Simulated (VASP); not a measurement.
# Ir (P6_3/mmc) in VASP: a series of runs, part 2 of 3

VASP 6.6.1.

### Step 3. Single point, PBE

This run uses another cell than the first one: it holds 4 atoms, not 2.

INCAR

```
PREC = Accurate
ENCUT = 520
EDIFF = 1E-6
ISMEAR = 0
SIGMA = 0.1
LREAL = F
LASPH = T
NELM = 100
ALGO = Fast
ISIF = 2
LWAVE = F
LCHARG = T
GGA = PE
LELF = T
LVHAR = T
NBANDS = 26
```

KPOINTS

```
regular mesh
0
Gamma
  18 18 5
```

POSCAR

```
Ir
1.0
    2.7395917555      0.0000000000      0.0000000000
   -1.3697958778      2.3725560562      0.0000000000
    0.0000000000      0.0000000000      8.9376078224
Ir
4
Direct
    0.0000000000      0.0000000000      0.0000000000
    0.3333333333      0.6666666667      0.2500000000
    0.0000000000      0.0000000000      0.5000000000
    0.6666666667      0.3333333333      0.7500000000
```

Potentials or basis: VASP PAW PBE potentials, release 64 (Ir).

Run with:

```sh
> cat potpaw_PBE.64/Ir/POTCAR > POTCAR
> mpirun -np 1 vasp_std > vasp.out
```

OUTCAR:

```text
PREC = Accurate
   ENCUT = 520
   EDIFF = 1E-6
   ISMEAR = 0
   LREAL = F
   LASPH = T
   NELM = 100
   ISIF = 2
   GGA = PE

 ion  position               nearest neighbor table
   1  0.000  0.000  0.000-   2 2.74   4 2.74   2 2.74   4 2.74   4 2.74   2 2.74
   2  0.333  0.667  0.250-   1 2.74   3 2.74   1 2.74   3 2.74   1 2.74   3 2.74
   3  0.000  0.000  0.500-   2 2.74   4 2.74   2 2.74   4 2.74   4 2.74   2 2.74
   4  0.667  0.333  0.750-   1 2.74   3 2.74   1 2.74   3 2.74   1 2.74   3 2.74

  LATTYP: Found a hexagonal cell.
 ALAT       =     2.7395917555
 C/A-ratio  =     3.2623867423

  Lattice vectors:

 A1 = (   2.7395917555,   0.0000000000,   0.0000000000)
 A2 = (  -1.3697958778,   2.3725560562,   0.0000000000)
 A3 = (   0.0000000000,   0.0000000000,   8.9376078224)

Analysis of symmetry for initial positions (statically):
=====================================================================
 Subroutine PRICEL returns:
 Original cell was already a primitive cell.

 Routine SETGRP: Setting up the symmetry group for a
 hexagonal supercell.

 Subroutine GETGRP returns: Found 24 space group operations
 (whereof 12 operations were pure point group operations)
 out of a pool of 24 trial point group operations.

The static configuration has the point symmetry D_3d.
 The point group associated with its full space group is D_6h.

Analysis of symmetry for dynamics (positions and initial velocities):
=====================================================================
 Subroutine PRICEL returns:
 Original cell was already a primitive cell.

 Routine SETGRP: Setting up the symmetry group for a
 hexagonal supercell.

 Subroutine GETGRP returns: Found 24 space group operations
 (whereof 12 operations were pure point group operations)
 out of a pool of 24 trial point group operations.

The dynamic configuration has the point symmetry D_3d.
 The point group associated with its full space group is D_6h.

 Subroutine INISYM returns: Found 24 space group operations
 (whereof 12 operations are pure point group operations),
 and found     1 'primitive' translations

----------------------------------------------------------------------------------------

                                     Primitive cell

  volume of cell :      58.0930

  direct lattice vectors                    reciprocal lattice vectors
     2.739591755  0.000000000  0.000000000     0.365017889  0.210743177  0.000000000
    -1.369795878  2.372556056  0.000000000     0.000000000  0.421486353  0.000000000
     0.000000000  0.000000000  8.937607822     0.000000000  0.000000000  0.111886762

  length of vectors
     2.739591755  2.739591755  8.937607822     0.421486353  0.421486353  0.111886762

  position of ions in fractional coordinates (direct lattice)
     0.000000000  0.000000000  0.000000000
     0.333333333  0.666666667  0.250000000
     0.000000000  0.000000000  0.500000000
     0.666666667  0.333333333  0.750000000

  ion indices of the primitive-cell ions
   primitive index   ion index
                 1           1
                 2           2
                 3           3
                 4           4

----------------------------------------------------------------------------------------

 KPOINTS: regular mesh

Automatic generation of k-mesh.
 Grid dimensions read from file:
 generate k-points for:   18   18    5

 Generating k-lattice:

  Cartesian coordinates                     Fractional coordinates (reciprocal lattice)
     0.020278772  0.011707954  0.000000000     0.055555556 -0.000000000  0.000000000
     0.000000000  0.023415909  0.000000000     0.000000000  0.055555556  0.000000000
     0.000000000  0.000000000  0.022377352     0.000000000  0.000000000  0.200000000

  Length of vectors
     0.023415909  0.023415909  0.022377352

  Shift w.r.t. Gamma in fractional coordinates (k-lattice)
     0.000000000  0.000000000  0.000000000

 Subroutine IBZKPT returns following result:
 ===========================================

 Found    111 irreducible k-points:

 Following reciprocal coordinates:
            Coordinates               Weight
  0.000000  0.000000  0.000000      1.000000
  0.055556 -0.000000  0.000000      6.000000
  0.111111 -0.000000  0.000000      6.000000
  0.166667 -0.000000  0.000000      6.000000
  0.222222  0.000000  0.000000      6.000000
  0.277778 -0.000000  0.000000      6.000000
[... 16 lines left out ...]
  0.333333  0.111111  0.000000     12.000000
  0.388889  0.111111  0.000000     12.000000
 [... further k-points ...]
   k-points           NKPTS =    111   k-points in BZ     NKDIM =    111   number of bands    NBANDS=     26
   number of dos      NEDOS =    301   number of ions     NIONS =      4
   total plane-waves  NPLWV =  28000
   dimension x,y,z NGX =    20 NGY =   20 NGZ =   70
   dimension x,y,z NGXF=    40 NGYF=   40 NGZF=  140
   ions per type =               4
   NGX,Y,Z   is equivalent  to a cutoff of  12.14, 12.14, 13.02 a.u.
   NGXF,Y,Z  is equivalent  to a cutoff of  24.27, 24.27, 26.04 a.u.
 SYSTEM =  unknown system
   PREC   = accura    normal or accurate (medium, high low for compatibility)
   ISTART =      0    job   : 0-new  1-cont  2-samecut
   ICHARG =      2    charge: 1-file 2-atom 10-const
   ISPIN  =      1    spin polarized calculation?
   LNONCOLLINEAR =      F non collinear calculations
   LSORBIT =      F    spin-orbit coupling
   LASPH  =      T    aspherical Exc in radial PAW
   ENCUT  =  520.0 eV  38.22 Ry    6.18 a.u.   5.09  5.09 16.62*2*pi/ulx,y,z
   NELM   =    100;   NELMIN=  2; NELMDL= -5     # of ELM steps
   EDIFF  = 0.1E-05   stopping-criterion for ELM
   LREAL  =      F    real-space projection
   EDIFFG = 0.1E-04   stopping-criterion for IOM
   NSW    =      0    number of steps for IOM
   IBRION =     -1    ionic relax: 0-MD 1-quasi-New 2-CG
   NFREE  =      0    steps in history (QN), initial steepest desc. (CG)
   ISIF   =      2    stress and relaxation
   ISYM   =      2    0-nonsym 1-usesym 2-fastsym
   POTIM  = 0.5000    time-step for ionic-motion
   TEBEG  =    0.0;   TEEND  =   0.0 temperature during run
   PSTRESS=    0.0 pullay stress
   NELECT =      36.0000    total number of electrons
   NUPDOWN=      -1.0000    fix difference up-down
   EMIN   =  10.00;   EMAX   =-10.00  energy-range for DOS
   EFERMI =   0.00;   METHOD = LEGACY
   ISMEAR =     0;   SIGMA  =   0.10  broadening in eV -4-tet -1-fermi 0-gaus
   EFERMI_NEDOS =   21; number of points for ismear=-14 and -15
   IALGO  =     68    algorithm
   IMIX   =      4    mixing-type and parameters
     AMIX     =   0.40;   BMIX     =  1.00
     AMIX_MAG =   1.60;   BMIX_MAG =  1.00
  volume/ion in A,a.u.               =      14.52        98.01
  Fermi-wavevector in a.u.,A,eV,Ry     =   1.395729  2.637545 26.504960  1.948060
  Thomas-Fermi vector in A             =   2.519152
   LORBIT       =      0    0 simple, 1 ext, 2 COOP (PROOUT), +10 PAW based schemes
   GGA     = PE    functional components
   LHFCALC =     F    Hartree Fock is set to
   AEXX    =    0.0000 exact exchange contribution
   IVDW    =     0    specifies the selected vdW correction
   LEPSILON=     F    determine dielectric tensor
   LRPA    =     F    only Hartree local field effects (RPA)
 non-spin polarized calculation
 RMM-DIIS sequential band-by-band and
 Gauss-broadening in eV      SIGMA  =   0.10
  energy-cutoff  :      520.00
  volume of cell :       58.09
 maximum number of plane-waves:      1585
   NGX = 11   NGY = 11   NGZ = 33

 number of electron      36.0000001 magnetization

 Free energy of the ion-electron system (eV)
  ---------------------------------------------------
  ext. energy  EPLUGINS =         0.00000000
  ---------------------------------------------------
  free energy    TOTEN  =       -35.27732974 eV

  energy without entropy =      -35.26071280  energy(sigma->0) =      -35.26902127

 E-fermi :   9.9881     XC(G=0): -13.8326

 val. band max:        9.9874737607   @ k =   0.3889   0.2222   0.2000
 cond. band min:       9.9904479809   @ k =   0.3889   0.1667   0.0000
 fundamental gap:      0.0029742201
 Fermi energy:         9.9881200774

 k-point     1 :       0.0000    0.0000    0.0000
  band No.  band energies     occupation
      1      -0.8825      2.00000
      2       1.2678      2.00000
      3       1.3117      2.00000
      4       2.1329      2.00000
      5       5.7304      2.00000
      6       5.7730      2.00000
[... 18 lines left out ...]
     25      16.8969      0.00000
     26      22.9403      0.00000
[... 644 lines left out ...]
      4       3.7036      2.00000
      5       4.1578      2.00000
      6       4.3803      2.00000
[... 18 lines left out ...]
     25      17.7744      0.00000
     26      17.8062      0.00000

 [... further k-points ...]
[... 5 lines left out ...]
  --------------------------------------------------------------------------------------
  -------------------------------------------------------------------------------------
  Total        0.1811330      0.1811330      0.1874945     -0.0000000      0.0000000     -0.0000000
  in kB        4.9955641      4.9955641      5.1710124     -0.0000000      0.0000000     -0.0000000
  external PRESSURE =       5.0540469 kB  Pullay stress =       0.0000000 kB

 VOLUME and BASIS-vectors are now :
 -----------------------------------------------------------------------------
  energy-cutoff  :      520.00
  volume of cell :       58.09
      direct lattice vectors                 reciprocal lattice vectors
     2.739591755  0.000000000  0.000000000     0.365017889  0.210743177  0.000000000
    -1.369795878  2.372556056  0.000000000     0.000000000  0.421486353  0.000000000
     0.000000000  0.000000000  8.937607822     0.000000000  0.000000000  0.111886762

 POSITION                                       TOTAL-FORCE (eV/Angst)
 -----------------------------------------------------------------------------------
      0.00000      0.00000      0.00000         0.000000      0.000000      0.000000
     -0.00000      1.58170      2.23440        -0.000000     -0.000000      0.000000
      0.00000      0.00000      4.46880         0.000000      0.000000      0.000000
      1.36980      0.79085      6.70321         0.000000      0.000000     -0.000000
 -----------------------------------------------------------------------------------
    total drift:                                0.000000     -0.000000      0.000000

  FREE ENERGIE OF THE ION-ELECTRON SYSTEM (eV)
  ---------------------------------------------------
  free  energy   TOTEN  =       -35.2773297392 eV

  energy  without entropy=      -35.2607128029  energy(sigma->0) =      -35.26902127
```

stdout:

```text
POSCAR found type information on POSCAR Ir
 POSCAR found :  1 types and       4 ions
 scaLAPACK will be used
 LDA part: xc-table for (Slater+PW92), standard interpolation
 POSCAR, INCAR and KPOINTS ok, starting setup
 FFT: planning ... GRIDC
 FFT: planning ... GRID_SOFT
 FFT: planning ... GRID
 WAVECAR not read
 entering main loop
```

It took 1.8 min on 1 thread of Intel Xeon Platinum 8488C (Sapphire Rapids), shared host; peak memory 0.25 GiB.

What came out:

| Quantity | Value |
| --- | --- |
| Free energy | -35.2773 eV |
| Pressure | 0.5 GPa |
| Band gap on the k mesh | zero (bands 18 and 19 overlap by 2.26 eV) |

Levels at points of the mesh, in eV from the Fermi level:
```
           k point  band 13  band 14  band 15  band 16  band 17  band 18  band 19  band 20  band 21  band 22
(0.00, 0.00, 0.00)    -3.36    -3.20    -3.20    -1.74    -1.74    -1.02    -1.02    -0.72    -0.35    -0.35
(0.50, 0.00, 0.00)    -1.93    -0.12     0.81     0.82     0.85     0.86     0.95     1.18     1.20     1.22
```

Caveat: spin-orbit coupling is left out, which moves the levels of the heavy elements.

### Step 4. Single point, PBE

This run uses another cell than the first one: it holds 6 atoms, not 2.

INCAR

```
PREC = Accurate ; ENCUT = 520
EDIFF = 1E-6 ; ISMEAR = 0
SIGMA = 0.1 ; LREAL = F
LASPH = T ; NELM = 80
ALGO = Fast ; ISIF = 2
LWAVE = F ; LCHARG = F
GGA = PE ; NBANDS = 36
```

KPOINTS

```
regular mesh
0
Gamma
  18 18 4
```

POSCAR

```
Ir
1.0
    2.7373022007      0.0000000000      0.0000000000
   -1.3686511004      2.3705732436      0.0000000000
    0.0000000000      0.0000000000     13.4215738544
Ir
6
Direct
    0.0000000000      0.0000000000      0.0000000000
    0.3333333333      0.6666666667      0.1676261356
    0.6666666667      0.3333333333      0.3323738644
    0.0000000000      0.0000000000      0.5000000000
    0.6666666667      0.3333333333      0.6676261356
    0.3333333333      0.6666666667      0.8323738644
```

Run with:

```sh
> cat potpaw_PBE.64/Ir/POTCAR > POTCAR
> mpirun -np 1 vasp_std > vasp.out
```

Run time: 4.4 min. Hardware: 1 thread of Intel Xeon Platinum 8488C (Sapphire Rapids), shared host; peak memory 0.36 GiB.

Results (log left out):

* Free energy: -52.9876 eV
* Pressure: 0.5 GPa
* Largest force: 0.007 eV/Å
* Band gap on the k mesh: zero (bands 27 and 28 overlap by 2.78 eV)

Forces in eV/Å, atoms in the order of the input:
```
Ir   0.000  0.000  0.000
Ir   0.000  0.000 -0.007
Ir   0.000  0.000  0.007
Ir   0.000  0.000  0.000
Ir   0.000  0.000 -0.007
Ir   0.000  0.000  0.007
```

Levels at points of the mesh, in eV from the Fermi level:
```csv
k point,band 24,band 25,band 26,band 27,band 28,band 29
"(0.00, 0.00, 0.00)",-1.50,-1.50,-1.48,-1.48,-0.98,-0.98
"(0.50, 0.00, 0.00)",0.81,0.83,0.90,0.92,1.09,1.21
"(0.00, 0.00, 0.50)",-1.74,-1.45,-1.45,-1.45,-1.45,-0.77
"(0.50, 0.00, 0.50)",0.43,0.85,0.85,1.01,1.01,1.22
```

Caveat: spin-orbit coupling is left out, which moves the levels of the heavy elements.

(Part 2 of 3 ends here.)
